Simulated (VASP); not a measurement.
Crystal: Ge.

```
Ge
1.0
    -1.62371    1.93376    1.94745
     1.62371   -1.93376    1.94745
     1.62371    1.93376   -1.94745
Ge
1
Direct
  0.00000 0.50000 0.50000
```

The cell was generated, and may not be a known phase.

| Quantity | Value |
| --- | --- |
| Program | VASP 6.6.1 |
| Task | relaxation of cell and atoms |
| Functional | PBE |
| Potentials or basis | VASP PAW PBE potentials, release 64 (Ge_d) |
| Cutoff | 600 eV |
| k mesh | 8 × 8 × 8 |
| Occupations | gaussian, width 0.1 eV |
| Spin | no spin polarisation |

At the start: pressure -9.4 GPa; volume 24.46 Å³/atom.

Question: Where does the relaxation end?

Answer: Over 9 steps the energy falls by 193.9 meV/atom and the volume is 19.36 Å³/atom (-20.9 %); space group I4/mmm (No. 139, to 0.1 Å) before, Immm (No. 71, to 0.1 Å).

Step by step:
```csv
step,energy change (eV),largest force (eV/Å),pressure (GPa),volume (Å³)
1,0.0000,0.0000,-9.40,24.46
2,-0.1895,0.0000,-1.36,19.72
3,-0.1912,0.0000,0.00,19.31
4,-0.1911,0.0000,0.40,19.22
5,-0.1927,0.0000,0.52,19.23
6,-0.1911,0.0000,0.33,19.25
7,-0.1936,0.0000,0.37,19.23
8,-0.1939,0.0000,-0.63,19.39
9,-0.1939,0.0000,0.05,19.36
```

Final structure:
```
Ge
1.0
    -1.45943    1.80054    1.84154
     1.45943   -1.80054    1.84154
     1.45943    1.80054   -1.84154
Ge
1
Cartesian
  1.4594 0.0000 0.0000
```

Caveat: the volume moved by over 15 % at a fixed basis, so the end points are rough.
